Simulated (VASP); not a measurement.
# CaSe (F-43m) in VASP: single point with HSE06

Aim: the single point of CaSe with HSE06.

Everything below comes from runs of VASP 6.6.1. Logs are shortened: lines on timing, memory, paths and dates and some standing lists are left out, and cuts for length are marked.

## 1. The cell of the first run

It takes space group F-43m (No. 216, cubic). The conventional cell has a = 6.821 Å, b = 6.821 Å, c = 6.821 Å, α = 90.00°, β = 90.00°, γ = 90.00°. Ca (site symmetry -43m) has 4 Se at 2.95 Å within 3.9 Å. Within 3.9 Å of Se (site symmetry -43m) lie 4 Ca at 2.95 Å.

## 2. Single point, HSE06 (strain +4.0%)

POSCAR

```
CaSe
1.0
    0.0000000000      3.4107438220      3.4107438220
    3.4107438220      0.0000000000      3.4107438220
    3.4107438220      3.4107438220      0.0000000000
Ca Se
1 1
Direct
    0.0000000000      0.0000000000      0.0000000000
    0.2500000000      0.2500000000      0.2500000000
```

INCAR.step1

```
SYSTEM = CaSe
  ALGO = Normal
  EDIFF = 1E-5
  ENCUT = 520
  GGA = PE
  ISIF = 2
  ISMEAR = 0
  LASPH = .True.
  LREAL = .False.
  LWAVE = .True.
  NBANDS = 15
  NELM = 80
  PREC = Accurate
  SIGMA = 0.01
```

INCAR.step2

```
SYSTEM = CaSe
  ALGO = Normal
  EDIFF = 1E-6
  ENCUT = 520
  GGA = PE
  HFSCREEN = 0.2079
  ISIF = 2
  ISMEAR = 0
  ISTART = 1
  LASPH = .True.
  LCHARG = .True.
  LELF = .True.
  LHFCALC = .True.
  LREAL = .False.
  LVHAR = .True.
  LWAVE = .False.
  NBANDS = 15
  NELM = 80
  PREC = Accurate
  PRECFOCK = Normal
  SIGMA = 0.01
```

KPOINTS

```
k-points
0
Gamma
  4 4 4
  0 0 0
```

Potentials or basis: VASP PAW PBE potentials, release 64 (Ca_sv, Se).

Started as:

```bash
$ cat potpaw_PBE.64/Ca_sv/POTCAR potpaw_PBE.64/Se/POTCAR > POTCAR
$ cp INCAR.step1 INCAR
$ mpirun -np 1 vasp_std > vasp.out
$ cp INCAR.step2 INCAR
$ mpirun -np 1 vasp_std > vasp.out
```

OUTCAR:

```text
SYSTEM = CaSe
   EDIFF = 1E-6
   ENCUT = 520
   GGA = PE
   HFSCREEN = 0.2079
   ISIF = 2
   ISMEAR = 0
   ISTART = 1
   LASPH = .True.
   LHFCALC = .True.
   LREAL = .False.
   NELM = 80
   PREC = Accurate
   PRECFOCK = Normal

 ion  position               nearest neighbor table
   1  0.000  0.000  0.000-   2 2.95   2 2.95   2 2.95   2 2.95
   2  0.250  0.250  0.250-   1 2.95   1 2.95   1 2.95   1 2.95

  LATTYP: Found a face centered cubic cell.
 ALAT       =     6.8214876440

  Lattice vectors:

 A1 = (   0.0000000000,   3.4107438220,   3.4107438220)
 A2 = (   3.4107438220,   0.0000000000,   3.4107438220)
 A3 = (   3.4107438220,   3.4107438220,   0.0000000000)

Analysis of symmetry for initial positions (statically):
=====================================================================
 Subroutine PRICEL returns:
 Original cell was already a primitive cell.

 Routine SETGRP: Setting up the symmetry group for a
 face centered cubic supercell.

 Subroutine GETGRP returns: Found 24 space group operations
 (whereof 24 operations were pure point group operations)
 out of a pool of 48 trial point group operations.

The static configuration has the point symmetry T_d .

Analysis of symmetry for dynamics (positions and initial velocities):
=====================================================================
 Subroutine PRICEL returns:
 Original cell was already a primitive cell.

 Routine SETGRP: Setting up the symmetry group for a
 face centered cubic supercell.

 Subroutine GETGRP returns: Found 24 space group operations
 (whereof 24 operations were pure point group operations)
 out of a pool of 48 trial point group operations.

The dynamic configuration has the point symmetry T_d .

 Subroutine INISYM returns: Found 24 space group operations
 (whereof 24 operations are pure point group operations),
 and found     1 'primitive' translations

----------------------------------------------------------------------------------------

                                     Primitive cell

  volume of cell :      79.3555

  direct lattice vectors                    reciprocal lattice vectors
     0.000000000  3.410743822  3.410743822    -0.146595589  0.146595589  0.146595589
     3.410743822  0.000000000  3.410743822     0.146595589 -0.146595589  0.146595589
     3.410743822  3.410743822  0.000000000     0.146595589  0.146595589 -0.146595589

  length of vectors
     4.823520171  4.823520171  4.823520171     0.253911009  0.253911009  0.253911009

  position of ions in fractional coordinates (direct lattice)
     0.000000000  0.000000000  0.000000000
     0.250000000  0.250000000  0.250000000

  ion indices of the primitive-cell ions
   primitive index   ion index
                 1           1
                 2           2

----------------------------------------------------------------------------------------

 KPOINTS: k-points

Automatic generation of k-mesh.
 Grid dimensions read from file:
 generate k-points for:    4    4    4

 Generating k-lattice:

  Cartesian coordinates                     Fractional coordinates (reciprocal lattice)
    -0.036648897  0.036648897  0.036648897     0.250000000  0.000000000  0.000000000
     0.036648897 -0.036648897  0.036648897     0.000000000  0.250000000  0.000000000
     0.036648897  0.036648897 -0.036648897     0.000000000  0.000000000  0.250000000

  Length of vectors
     0.063477752  0.063477752  0.063477752

  Shift w.r.t. Gamma in fractional coordinates (k-lattice)
     0.000000000  0.000000000  0.000000000

 Subroutine IBZKPT returns following result:
 ===========================================

 Found      8 irreducible k-points:

 Following reciprocal coordinates:
            Coordinates               Weight
  0.000000  0.000000  0.000000      1.000000
  0.250000  0.000000  0.000000      8.000000
  0.500000  0.000000  0.000000      4.000000
  0.250000  0.250000  0.000000      6.000000
  0.500000  0.250000  0.000000     24.000000
 -0.250000  0.250000  0.000000     12.000000
  0.500000  0.500000  0.000000      3.000000
 -0.250000  0.500000  0.250000      6.000000
   k-points           NKPTS =      8   k-points in BZ     NKDIM =     64   number of bands    NBANDS=     15
   number of dos      NEDOS =    301   number of ions     NIONS =      2
   total plane-waves  NPLWV =  46656
   dimension x,y,z NGX =    36 NGY =   36 NGZ =   36
   dimension x,y,z NGXF=    72 NGYF=   72 NGZF=   72
   ions per type =               1   1
   NGX,Y,Z   is equivalent  to a cutoff of  12.41, 12.41, 12.41 a.u.
   NGXF,Y,Z  is equivalent  to a cutoff of  24.82, 24.82, 24.82 a.u.
 SYSTEM =  CaSe
   PREC   = accura    normal or accurate (medium, high low for compatibility)
   ISTART =      1    job   : 0-new  1-cont  2-samecut
   ICHARG =      0    charge: 1-file 2-atom 10-const
   ISPIN  =      1    spin polarized calculation?
   LNONCOLLINEAR =      F non collinear calculations
   LSORBIT =      F    spin-orbit coupling
   LASPH  =      T    aspherical Exc in radial PAW
   ENCUT  =  520.0 eV  38.22 Ry    6.18 a.u.   8.97  8.97  8.97*2*pi/ulx,y,z
   NELM   =     80;   NELMIN=  2; NELMDL=  0     # of ELM steps
   EDIFF  = 0.1E-05   stopping-criterion for ELM
   LREAL  =      F    real-space projection
   EDIFFG = 0.1E-04   stopping-criterion for IOM
   NSW    =      0    number of steps for IOM
   IBRION =     -1    ionic relax: 0-MD 1-quasi-New 2-CG
   NFREE  =      0    steps in history (QN), initial steepest desc. (CG)
   ISIF   =      2    stress and relaxation
   ISYM   =      3    0-nonsym 1-usesym 2-fastsym
   POTIM  = 0.5000    time-step for ionic-motion
   TEBEG  =    0.0;   TEEND  =   0.0 temperature during run
   PSTRESS=    0.0 pullay stress
   NELECT =      16.0000    total number of electrons
   NUPDOWN=      -1.0000    fix difference up-down
   EMIN   =  10.00;   EMAX   =-10.00  energy-range for DOS
   EFERMI =   0.00;   METHOD = LEGACY
   ISMEAR =     0;   SIGMA  =   0.01  broadening in eV -4-tet -1-fermi 0-gaus
   EFERMI_NEDOS =   21; number of points for ismear=-14 and -15
   IALGO  =     38    algorithm
   IMIX   =      1    mixing-type and parameters
     AMIX     =   0.40;   BMIX     =  1.00
     AMIX_MAG =   1.60;   BMIX_MAG =  1.00
  volume/ion in A,a.u.               =      39.68       267.76
  Fermi-wavevector in a.u.,A,eV,Ry     =   0.959966  1.814072 12.538234  0.921534
  Thomas-Fermi vector in A             =   2.089208
   LORBIT       =      0    0 simple, 1 ext, 2 COOP (PROOUT), +10 PAW based schemes
   GGA     = PE    functional components
   LHFCALC =     T    Hartree Fock is set to
   PRECFOCK=normal    Normal, Fast or Accurate (Low or Medium for compatibility)
   ENCUT4O =  -1.0   cutoff for four orbital integrals eV
   NKREDX  =     1    reduce k-point grid by
   NKREDY  =     1    reduce k-point grid by
   NKREDZ  =     1    reduce k-point grid by
   AEXX    =    0.2500 exact exchange contribution
   HFSCREEN=    0.2079 screening length (either q_TF or 0.3 A-1)
   HFSCREENC=   0.2079 screening length for correlation (either q_TF or 0.3 A-1)
   ENCUTFOCK=  -1.0 apply spherical cutoff to Coloumb kernel
   IVDW    =     0    specifies the selected vdW correction
   LEPSILON=     F    determine dielectric tensor
   LRPA    =     F    only Hartree local field effects (RPA)
 non-spin polarized calculation
 Gauss-broadening in eV      SIGMA  =   0.01
  energy-cutoff  :      520.00
  volume of cell :       79.36
 maximum number of plane-waves:      2148
  NGX = 28; NGY = 28; NGZ = 28

 number of electron      16.0000004 magnetization

 Free energy of the ion-electron system (eV)
  ---------------------------------------------------
  ext. energy  EPLUGINS =         0.00000000
  ---------------------------------------------------
  free energy    TOTEN  =       -10.04978404 eV

  energy without entropy =      -10.04978404  energy(sigma->0) =      -10.04978404

 E-fermi :  -1.1858     XC(G=0):  -6.0633

 val. band max:       -1.3461396413   @ k =  -0.2500   0.2500   0.0000
 cond. band min:       2.3533536537   @ k =   0.0000   0.0000   0.0000
 fundamental gap:      3.6994932950
 Fermi energy:        -1.1858114040

 k-point     1 :       0.0000    0.0000    0.0000
  band No.  band energies     occupation
      1     -43.9411      2.00000
      2     -23.4526      2.00000
      3     -23.4526      2.00000
      4     -23.4526      2.00000
      5     -12.5168      2.00000
      6      -1.3908      2.00000
      7      -1.3908      2.00000
      8      -1.3908      2.00000
      9       2.3534      0.00000
     10       5.1901      0.00000
     11       5.1901      0.00000
     12       6.9859      0.00000
     13       6.9859      0.00000
     14       6.9859      0.00000
     15       8.2209      0.00000

 k-point     2 :       0.2500    0.0000    0.0000
  band No.  band energies     occupation
      1     -43.9406      2.00000
      2     -23.4678      2.00000
      3     -23.4547      2.00000
      4     -23.4547      2.00000
      5     -12.4102      2.00000
      6      -2.0864      2.00000
      7      -1.3701      2.00000
      8      -1.3701      2.00000
      9       3.6961      0.00000
     10       5.0093      0.00000
     11       5.0093      0.00000
     12       6.0613      0.00000
     13       6.7956      0.00000
     14       6.7956      0.00000
     15       7.3107      0.00000
[... 77 lines left out ...]
      3     -23.4629      2.00000
      4     -23.4629      2.00000
      5     -12.2328      2.00000
      6      -2.5375      2.00000
      7      -1.4464      2.00000
      8      -1.4464      2.00000
      9       3.1093      0.00000
     10       4.5402      0.00000
     11       5.8775      0.00000
     12       5.8775      0.00000
     13       5.9810      0.00000
     14       7.3975      0.00000
     15       8.4390      0.00000

 k-point     8 :      -0.2500    0.5000    0.2500
  band No.  band energies     occupation
      1     -43.9397      2.00000
      2     -23.4803      2.00000
      3     -23.4665      2.00000
      4     -23.4630      2.00000
      5     -12.2328      2.00000
      6      -2.0712      2.00000
      7      -2.0144      2.00000
      8      -1.5051      2.00000
      9       3.4037      0.00000
     10       4.6754      0.00000
     11       5.6684      0.00000
     12       5.9455      0.00000
     13       6.5549      0.00000
     14       7.8224      0.00000
     15       7.9892      0.00000

------------------------ aborting loop because EDIFF is reached ----------------------------------------

  FORCE on cell =-STRESS in cart. coord.  units (eV):
  Direction    XX          YY          ZZ          XY          YZ          ZX
  --------------------------------------------------------------------------------------
  -------------------------------------------------------------------------------------
  Total       -1.4927744     -1.4927744     -1.4927744      0.0000000      0.0000000      0.0000000
  in kB      -30.1389049    -30.1389049    -30.1389049      0.0000000      0.0000000      0.0000000
  external PRESSURE =     -30.1389049 kB  Pullay stress =       0.0000000 kB

 VOLUME and BASIS-vectors are now :
 -----------------------------------------------------------------------------
  energy-cutoff  :      520.00
  volume of cell :       79.36
      direct lattice vectors                 reciprocal lattice vectors
     0.000000000  3.410743822  3.410743822    -0.146595589  0.146595589  0.146595589
     3.410743822  0.000000000  3.410743822     0.146595589 -0.146595589  0.146595589
     3.410743822  3.410743822  0.000000000     0.146595589  0.146595589 -0.146595589

 POSITION                                       TOTAL-FORCE (eV/Angst)
 -----------------------------------------------------------------------------------
      0.00000      0.00000      0.00000        -0.000000     -0.000000     -0.000000
      1.70537      1.70537      1.70537         0.000000      0.000000      0.000000
 -----------------------------------------------------------------------------------
    total drift:                                0.000002     -0.000002      0.000000

  FREE ENERGIE OF THE ION-ELECTRON SYSTEM (eV)
  ---------------------------------------------------
  free  energy   TOTEN  =       -10.0497840359 eV

  energy  without entropy=      -10.0497840359  energy(sigma->0) =      -10.04978404
```

It took 8.2 min on 1 thread of Intel Xeon Platinum 8375C at 2.90GHz (Ice Lake), shared host; peak memory 0.31 GiB.

What came out:

* Free energy: -10.0498 eV
* Pressure: -3.0 GPa
* Band gap on the k mesh: 3.70 eV (least direct gap 3.74 eV)

Levels at points of the mesh, in eV from the valence-band top:
| k point | band 6 | band 7 | band 8 | band 9 | band 10 | band 11 |
| --- | --- | --- | --- | --- | --- | --- |
| (0.00, 0.00, 0.00) | -0.04 | -0.04 | -0.04 | 3.70 | 6.54 | 6.54 |
| (0.50, 0.00, 0.00) | -1.20 | -0.01 | -0.01 | 5.87 | 6.49 | 6.55 |
| (0.50, 0.50, 0.00) | -1.19 | -0.10 | -0.10 | 4.46 | 5.89 | 7.22 |

Caveat: the cell differs from its parent crystal (strain +4.0%); the cell stands under tension; the PAW data sets were made with another functional, which shifts forces and pressure a little.
